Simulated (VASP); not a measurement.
# TiO2 (P4_2/mnm) in VASP: a series of runs

Runs on TiO2. Level: PBE. Tasks: single point.

All numbers are computed with VASP 6.6.1; they aren't measurements. Logs are shortened: lines on timing, memory, paths and dates and some standing lists are left out, and cuts for length are marked.

## (1) The cell of the first run

The structure is tetragonal, space group P4_2/mnm (No. 136). The conventional cell has a = 4.594 Å, b = 4.594 Å, c = 2.959 Å, α = 90.00°, β = 90.00°, γ = 90.00°. Ti (site symmetry mmm) has 6 O at 1.95 to 1.98 Å within 2.6 Å. Within 2.6 Å of O (site symmetry m2m) lie 3 Ti at 1.95 to 1.98 Å and 1 O at 2.54 Å.

## (2) Single point, PBE

INCAR reads:

```
SYSTEM = TiO2
ALGO = Normal
EDIFF = 1E-6
ENCUT = 520
GGA = PE
ISIF = 2
ISMEAR = -1
LASPH = .True.
LCHARG = .False.
LREAL = .False.
LWAVE = .False.
NBANDS = 33
NELM = 60
PREC = Accurate
SIGMA = 0.02
```

KPOINTS reads:

```
k-points
0
Gamma
  7 7 10
  0 0 0
```

POSCAR reads:

```
TiO2
1.0
    4.5940000000      0.0000000000      0.0000000000
    0.0000000000      4.5940000000      0.0000000000
    0.0000000000      0.0000000000      2.9590000000
Ti O
2 4
Direct
    0.0000000000      0.0000000000      0.0000000000
    0.5000000000      0.5000000000      0.5000000000
    0.3042802921      0.3042802921      0.0000000000
    0.1957197079      0.8042802921      0.5000000000
    0.6957197079      0.6957197079      0.0000000000
    0.8042802921      0.1957197079      0.5000000000
```

Potentials or basis: VASP PAW PBE potentials, release 64 (Ti_sv, O).

Run with:

```bash
cat potpaw_PBE.64/Ti_sv/POTCAR potpaw_PBE.64/O/POTCAR > POTCAR
mpirun -np 1 vasp_std > vasp.out
```

OUTCAR:

```text
SYSTEM = TiO2
   EDIFF = 1E-6
   ENCUT = 520
   GGA = PE
   ISIF = 2
   ISMEAR = -1
   LASPH = .True.
   LREAL = .False.
   NELM = 60
   PREC = Accurate

 ion  position               nearest neighbor table
   1  0.000  0.000  0.000-   4 1.95   6 1.95   4 1.95   6 1.95   5 1.98   3 1.98
   2  0.500  0.500  0.500-   3 1.95   5 1.95   3 1.95   5 1.95   4 1.98   6 1.98
   3  0.304  0.304  0.000-   2 1.95   2 1.95   1 1.98
   4  0.196  0.804  0.500-   1 1.95   1 1.95   2 1.98
   5  0.696  0.696  0.000-   2 1.95   2 1.95   1 1.98
   6  0.804  0.196  0.500-   1 1.95   1 1.95   2 1.98

  LATTYP: Found a simple tetragonal cell.
 ALAT       =     4.5940000000
 C/A-ratio  =     0.6441010013

  Lattice vectors:

 A1 = (   4.5940000000,   0.0000000000,   0.0000000000)
 A2 = (   0.0000000000,   4.5940000000,   0.0000000000)
 A3 = (   0.0000000000,   0.0000000000,   2.9590000000)

Analysis of symmetry for initial positions (statically):
=====================================================================
 Subroutine PRICEL returns:
 Original cell was already a primitive cell.

 Routine SETGRP: Setting up the symmetry group for a
 simple tetragonal supercell.

 Subroutine GETGRP returns: Found 16 space group operations
 (whereof  8 operations were pure point group operations)
 out of a pool of 16 trial point group operations.

The static configuration has the point symmetry D_2h.
 The point group associated with its full space group is D_4h.

Analysis of symmetry for dynamics (positions and initial velocities):
=====================================================================
 Subroutine PRICEL returns:
 Original cell was already a primitive cell.

 Routine SETGRP: Setting up the symmetry group for a
 simple tetragonal supercell.

 Subroutine GETGRP returns: Found 16 space group operations
 (whereof  8 operations were pure point group operations)
 out of a pool of 16 trial point group operations.

The dynamic configuration has the point symmetry D_2h.
 The point group associated with its full space group is D_4h.

 Subroutine INISYM returns: Found 16 space group operations
 (whereof  8 operations are pure point group operations),
 and found     1 'primitive' translations

----------------------------------------------------------------------------------------

                                     Primitive cell

  volume of cell :      62.4492

  direct lattice vectors                    reciprocal lattice vectors
[... 97 lines left out ...]
   EDIFFG = 0.1E-04   stopping-criterion for IOM
   NSW    =      0    number of steps for IOM
   IBRION =     -1    ionic relax: 0-MD 1-quasi-New 2-CG
   NFREE  =      0    steps in history (QN), initial steepest desc. (CG)
   ISIF   =      2    stress and relaxation
   ISYM   =      2    0-nonsym 1-usesym 2-fastsym
   POTIM  = 0.5000    time-step for ionic-motion
   TEBEG  =    0.0;   TEEND  =   0.0 temperature during run
   PSTRESS=    0.0 pullay stress
   NELECT =      48.0000    total number of electrons
   NUPDOWN=      -1.0000    fix difference up-down
   EMIN   =  10.00;   EMAX   =-10.00  energy-range for DOS
   EFERMI =   0.00;   METHOD = LEGACY
   ISMEAR =    -1;   SIGMA  =   0.02  broadening in eV -4-tet -1-fermi 0-gaus
   EFERMI_NEDOS =   21; number of points for ismear=-14 and -15
   IALGO  =     38    algorithm
   IMIX   =      4    mixing-type and parameters
     AMIX     =   0.40;   BMIX     =  1.00
     AMIX_MAG =   1.60;   BMIX_MAG =  1.00
  volume/ion in A,a.u.               =      10.41        70.24
  Fermi-wavevector in a.u.,A,eV,Ry     =   1.499614  2.833860 30.597370  2.248843
  Thomas-Fermi vector in A             =   2.611221
   LORBIT       =      0    0 simple, 1 ext, 2 COOP (PROOUT), +10 PAW based schemes
   GGA     = PE    functional components
   LHFCALC =     F    Hartree Fock is set to
   AEXX    =    0.0000 exact exchange contribution
   IVDW    =     0    specifies the selected vdW correction
   LEPSILON=     F    determine dielectric tensor
   LRPA    =     F    only Hartree local field effects (RPA)
 non-spin polarized calculation
  energy-cutoff  :      520.00
  volume of cell :       62.45
 maximum number of plane-waves:      1697
 NGX is ok and might be reduce to    36
   NGX = 17   NGY = 17   NGZ = 11

 number of electron      48.0000020 magnetization

 Free energy of the ion-electron system (eV)
  ---------------------------------------------------
  ext. energy  EPLUGINS =         0.00000000
  ---------------------------------------------------
  free energy    TOTEN  =       -53.64659708 eV

  energy without entropy =      -53.64659708  energy(sigma->0) =      -53.64659708

 E-fermi :   5.2835     XC(G=0): -11.4121

 val. band max:        4.8605183721   @ k =   0.0000   0.0000   0.0000
 cond. band min:       6.7015399343   @ k =   0.0000   0.0000   0.0000
 fundamental gap:      1.8410215622
 Fermi energy:         5.2835144843

 k-point     1 :       0.0000    0.0000    0.0000
  band No.  band energies     occupation
      1     -52.0777      2.00000
      2     -52.0606      2.00000
      3     -28.3848      2.00000
      4     -28.3848      2.00000
      5     -28.2201      2.00000
      6     -28.2201      2.00000
[... 853 lines left out ...]
     32      10.2033      0.00000
     33      11.1377      0.00000

 [... further k-points ...]

------------------------ aborting loop because EDIFF is reached ----------------------------------------

  FORCE on cell =-STRESS in cart. coord.  units (eV):
  Direction    XX          YY          ZZ          XY          YZ          ZX
  --------------------------------------------------------------------------------------
  -------------------------------------------------------------------------------------
  Total        2.2441395      2.2441395      1.9726286     -0.0000000      0.0000000      0.0000000
  in kB       57.5749401     57.5749401     50.6091405     -0.0000000      0.0000000      0.0000000
  external PRESSURE =      55.2530069 kB  Pullay stress =       0.0000000 kB

 VOLUME and BASIS-vectors are now :
 -----------------------------------------------------------------------------
  energy-cutoff  :      520.00
  volume of cell :       62.45
      direct lattice vectors                 reciprocal lattice vectors
     4.594000000  0.000000000  0.000000000     0.217675229  0.000000000  0.000000000
     0.000000000  4.594000000  0.000000000     0.000000000  0.217675229  0.000000000
     0.000000000  0.000000000  2.959000000     0.000000000  0.000000000  0.337952011

 POSITION                                       TOTAL-FORCE (eV/Angst)
 -----------------------------------------------------------------------------------
      0.00000      0.00000      0.00000        -0.000000      0.000000      0.000000
      2.29700      2.29700      1.47950        -0.000000      0.000000      0.000000
      1.39786      1.39786      0.00000        -0.018702     -0.018702     -0.000000
      0.89914      3.69486      1.47950         0.018702     -0.018702     -0.000000
      3.19614      3.19614      0.00000         0.018702      0.018702      0.000000
      3.69486      0.89914      1.47950        -0.018702      0.018702      0.000000
 -----------------------------------------------------------------------------------
    total drift:                                0.000000      0.000000      0.000000

  FREE ENERGIE OF THE ION-ELECTRON SYSTEM (eV)
  ---------------------------------------------------
  free  energy   TOTEN  =       -53.6465970782 eV

  energy  without entropy=      -53.6465970782  energy(sigma->0) =      -53.64659708
```

stdout:

```text
POSCAR found type information on POSCAR TiO
 POSCAR found :  2 types and       6 ions
 scaLAPACK will be used
 LDA part: xc-table for (Slater+PW92), standard interpolation
 POSCAR, INCAR and KPOINTS ok, starting setup
 FFT: planning ... GRIDC
 FFT: planning ... GRID_SOFT
 FFT: planning ... GRID
 WAVECAR not read
 entering main loop
```

Wall time 2.4 min (1 thread of Intel Xeon Platinum 8259CL at 2.50GHz (Skylake/Cascade Lake), shared host); peak memory 0.23 GiB.

Results:

- Free energy: -53.6466 eV
- Pressure: 5.5 GPa
- Largest force: 0.026 eV/Å
- Band gap on the k mesh: 1.84 eV

Forces on the atoms (eV/Å):
```
Ti   0.000  0.000  0.000
Ti   0.000  0.000  0.000
O   -0.019 -0.019  0.000
O    0.019 -0.019  0.000
O    0.019  0.019  0.000
O   -0.019  0.019  0.000
```

Stress tensor (GPa, compression positive):
```
5.76 0.00 0.00
0.00 5.76 0.00
0.00 0.00 5.06
```

Caveat: the cell stands under pressure; an odd mesh through Γ misses points on the zone boundary, where band edges can lie.

## (3) Single point, PBE (z stretched by +1 %, then relaxed in part)

INCAR reads:

```
PREC = Accurate ; ENCUT = 520
EDIFF = 1E-6 ; ISMEAR = -1
SIGMA = 0.02 ; LREAL = F
LASPH = T ; NELM = 60
ALGO = Normal ; ISIF = 2
LWAVE = F ; LCHARG = F
GGA = PE ; NBANDS = 33
```

KPOINTS reads:

```
regular mesh
0
Gamma
  7 7 10
```

POSCAR reads:

```
TiO2
1.0
    4.5940000000      0.0000000000      0.0000000000
    0.0000000000      4.5940000000      0.0000000000
    0.0000000000      0.0000000000      2.9885900000
Ti O
2 4
Direct
    0.0000000000      0.0000000000      0.0000000000
    0.5000000000      0.5000000000      0.5000000000
    0.3044286936      0.3044286936      0.0000000000
    0.1955713064      0.8044286936      0.5000000000
    0.6955713064      0.6955713064      0.0000000000
    0.8044286936      0.1955713064      0.5000000000
```

Potentials or basis: VASP PAW PBE potentials, release 64 (Ti_sv, O).

Run with:

```bash
cat potpaw_PBE.64/Ti_sv/POTCAR potpaw_PBE.64/O/POTCAR > POTCAR
mpirun -np 1 vasp_std > vasp.out
```

It took 2 min on 1 thread of Intel Xeon Platinum 8259CL at 2.50GHz (Skylake/Cascade Lake), shared host; peak memory 0.23 GiB.

The run converged. Its results:

```
Free energy            : -53.6577 eV
Pressure               : 2.7 GPa
Largest force          : 0.006 eV/Å
Band gap on the k mesh : 1.81 eV
```

Forces on the atoms (eV/Å):
```
Ti   0.000  0.000  0.000
Ti   0.000  0.000  0.000
O    0.004  0.004  0.000
O   -0.004  0.004  0.000
O   -0.004 -0.004  0.000
O    0.004 -0.004  0.000
```

Stress tensor (GPa, compression positive):
```
4.01 0.00 0.00
0.00 4.01 0.00
0.00 0.00 0.17
```

Levels at points of the mesh, in eV from the valence-band top:
```
           k point  band 22  band 23  band 24  band 25  band 26  band 27
(0.00, 0.00, 0.00)    -0.46    -0.46     0.00     1.81     2.11     2.29
(0.00, 0.00, 0.50)    -2.39    -1.42    -1.42     2.90     2.90     3.00
```

Caveat: the cell differs from its parent crystal (z stretched by +1 %, then relaxed in part); an odd mesh through Γ misses points on the zone boundary, where band edges can lie.

## (4) Single point, PBE (10.82 Å³/atom)

This run uses another cell than the first one, of 10.82 Å³/atom.

INCAR reads:

```
ALGO = Normal
EDIFF = 1E-7
ENCUT = 520
GGA = PE
ISIF = 2
ISMEAR = -1
LASPH = T
LCHARG = F
LREAL = F
LWAVE = F
NBANDS = 33
NELM = 80
PREC = Accurate
SIGMA = 0.02
```

KPOINTS reads:

```
k-points
0
Gamma
  7 7 10
```

POSCAR reads:

```
TiO2
1.0
    4.6544543012      0.0000000000      0.0000000000
    0.0000000000      4.6544543012      0.0000000000
    0.0000000000      0.0000000000      2.9979386759
Ti O
2 4
Direct
    0.0000000000      0.0000000000      0.0000000000
    0.5000000000      0.5000000000      0.5000000000
    0.3057789067      0.3057789067      0.0000000000
    0.1942210933      0.8057789067      0.5000000000
    0.6942210933      0.6942210933      0.0000000000
    0.8057789067      0.1942210933      0.5000000000
```

Run with:

```bash
cat potpaw_PBE.64/Ti_sv/POTCAR potpaw_PBE.64/O/POTCAR > POTCAR
mpirun -np 1 vasp_std > vasp.out
```

Run time: 2.2 min. Hardware: 1 thread of Intel Xeon Platinum 8259CL at 2.50GHz (Skylake/Cascade Lake), shared host; peak memory 0.24 GiB.

Results (log left out):

* Free energy: -53.6661 eV
* Pressure: -3.1 GPa
* Largest force: 0.028 eV/Å
* Band gap on the k mesh: 1.80 eV

Forces on the atoms (eV/Å):
```
Ti   0.000  0.000  0.000
Ti   0.000  0.000  0.000
O   -0.020 -0.020  0.000
O    0.020 -0.020  0.000
O    0.020  0.020  0.000
O   -0.020  0.020  0.000
```

Stress tensor (GPa, compression positive):
```
-2.09  0.00  0.00
 0.00 -2.09  0.00
 0.00  0.00 -5.05
```

Levels at points of the mesh, in eV from the valence-band top:
| k point | band 21 | band 22 | band 23 | band 24 | band 25 | band 26 | band 27 | band 28 |
| --- | --- | --- | --- | --- | --- | --- | --- | --- |
| (0.00, 0.00, 0.00) | -0.70 | -0.42 | -0.42 | 0.00 | 1.80 | 2.11 | 2.31 | 2.38 |
| (0.00, 0.00, 0.50) | -2.20 | -2.20 | -1.39 | -1.39 | 2.80 | 2.80 | 2.98 | 2.98 |

Caveat: the cell stands under tension; an odd mesh through Γ misses points on the zone boundary, where band edges can lie.

## (5) Single point, PBE (10.62 Å³/atom)

This run uses another cell than the first one, of 10.62 Å³/atom.

INCAR reads:

```
SYSTEM = TiO2
ALGO = Normal ; EDIFF = 1E-6
ENCUT = 520 ; GGA = PE
ISIF = 2 ; ISMEAR = -1
LASPH = .True. ; LCHARG = .False.
LREAL = .False. ; LWAVE = .False.
NBANDS = 33 ; NELM = 60
PREC = Accurate ; SIGMA = 0.02
```

KPOINTS reads:

```
k-points
0
Gamma
  7 7 10
  0 0 0
```

POSCAR reads:

```
TiO2
1.0
    4.6244247277      0.0000000000      0.0000000000
    0.0000000000      4.6244247277      0.0000000000
    0.0000000000      0.0000000000      2.9785965976
Ti O
2 4
Direct
    0.0000000000      0.0000000000      0.0000000000
    0.5000000000      0.5000000000      0.5000000000
    0.3049924315      0.3049924315      0.0000000000
    0.1950075685      0.8049924315      0.5000000000
    0.6950075685      0.6950075685      0.0000000000
    0.8049924315      0.1950075685      0.5000000000
```

Run with:

```bash
cat potpaw_PBE.64/Ti_sv/POTCAR potpaw_PBE.64/O/POTCAR > POTCAR
mpirun -np 1 vasp_std > vasp.out
```

It took 57 s on 1 thread of Intel Xeon 6975P-C (Granite Rapids), shared host; peak memory 0.23 GiB.

The run converged. Its results:

| Property | Result |
| --- | --- |
| Free energy | -53.6731 eV |
| Pressure | 1.0 GPa |
| Largest force | 0.026 eV/Å |
| Band gap on the k mesh | 1.82 eV |

Forces in eV/Å, atoms in the order of the input:
```
Ti   0.000  0.000  0.000
Ti   0.000  0.000  0.000
O   -0.018 -0.018  0.000
O    0.018 -0.018  0.000
O    0.018  0.018  0.000
O   -0.018  0.018  0.000
```

Stress tensor (GPa, compression positive):
```
 1.61  0.00  0.00
 0.00  1.61  0.00
 0.00  0.00 -0.22
```

Levels at points of the mesh, in eV from the valence-band top:
| k point | band 21 | band 22 | band 23 | band 24 | band 25 | band 26 | band 27 | band 28 |
| --- | --- | --- | --- | --- | --- | --- | --- | --- |
| (0.00, 0.00, 0.00) | -0.71 | -0.44 | -0.44 | 0.00 | 1.82 | 2.12 | 2.34 | 2.42 |
| (0.00, 0.00, 0.50) | -2.29 | -2.29 | -1.41 | -1.41 | 2.88 | 2.88 | 3.06 | 3.06 |

Caveat: an odd mesh through Γ misses points on the zone boundary, where band edges can lie.

## (6) Single point, PBE (z stretched by +2 %, then relaxed in part)

INCAR reads:

```
ALGO = Normal
EDIFF = 1E-6
ENCUT = 520
GGA = PE
ISIF = 2
ISMEAR = -1
LASPH = T
LCHARG = T
LELF = T
LREAL = F
LVHAR = T
LWAVE = F
NBANDS = 33
NELM = 80
PREC = Accurate
SIGMA = 0.02
```

KPOINTS reads:

```
k-points
0
Gamma
  7 7 10
```

POSCAR reads:

```
TiO2
1.0
    4.5940000000      0.0000000000      0.0000000000
    0.0000000000      4.5940000000      0.0000000000
    0.0000000000      0.0000000000      3.0181800000
Ti O
2 4
Direct
    0.0000000000      0.0000000000      0.0000000000
    0.5000000000      0.5000000000      0.5000000000
    0.3049635944      0.3049635944      0.0000000000
    0.1950364056      0.8049635944      0.5000000000
    0.6950364056      0.6950364056      0.0000000000
    0.8049635944      0.1950364056      0.5000000000
```

Potentials or basis: VASP PAW PBE potentials, release 64 (Ti_sv, O).

Run with:

```bash
cat potpaw_PBE.64/Ti_sv/POTCAR potpaw_PBE.64/O/POTCAR > POTCAR
mpirun -np 1 vasp_std > vasp.out
```

Run time: 62 s. Hardware: 1 thread of Intel Xeon 6975P-C (Granite Rapids), shared host; peak memory 0.23 GiB.

Results (log left out):

| Property | Result |
| --- | --- |
| Free energy | -53.6505 eV |
| Pressure | 0.2 GPa |
| Largest force | 0.019 eV/Å |
| Band gap on the k mesh | 1.79 eV |

Forces on the atoms (eV/Å):
```
Ti   0.000  0.000  0.000
Ti   0.000  0.000  0.000
O   -0.014 -0.014  0.000
O    0.014 -0.014  0.000
O    0.014  0.014  0.000
O   -0.014  0.014  0.000
```

Stress tensor (GPa, compression positive):
```
 2.48  0.00  0.00
 0.00  2.48  0.00
 0.00  0.00 -4.24
```

Levels at points of the mesh, in eV from the valence-band top:
```csv
k point,band 21,band 22,band 23,band 24,band 25,band 26,band 27,band 28
"(0.00, 0.00, 0.00)",-0.79,-0.45,-0.45,0.00,1.79,2.11,2.23,2.33
"(0.00, 0.00, 0.50)",-2.38,-2.38,-1.41,-1.41,2.86,2.86,2.87,2.87
```

Caveat: the cell differs from its parent crystal (z stretched by +2 %, then relaxed in part); an odd mesh through Γ misses points on the zone boundary, where band edges can lie.

## (7) Overview

```csv
cell,gap on the mesh (eV),pressure (GPa),largest force (eV/Å)
"a = 4.594, b = 4.594, c = 2.959 Å, 6 atoms",1.84,5.5,0.03
"a = 4.594, b = 4.594, c = 2.989 Å, 6 atoms",1.81,2.7,0.01
"a = 4.654, b = 4.654, c = 2.998 Å, 6 atoms",1.80,-3.1,0.03
"a = 4.624, b = 4.624, c = 2.979 Å, 6 atoms",1.82,1.0,0.03
"a = 4.594, b = 4.594, c = 3.018 Å, 6 atoms",1.79,0.2,0.02
```

Alike in all rows: task single point; level PBE; potentials or basis VASP PAW PBE potentials, release 64 (Ti_sv, O); no spin polarisation; k mesh 7 × 7 × 10; cutoff (eV) 520; smearing fermi-dirac 0.02 eV.

Caveats: an odd mesh through Γ misses points on the zone boundary, where band edges can lie; the cell stands under pressure (at least some runs); the cell stands under tension (at least some runs).

Total energies depend on the potentials used, so only differences within one code and one set of settings carry meaning.
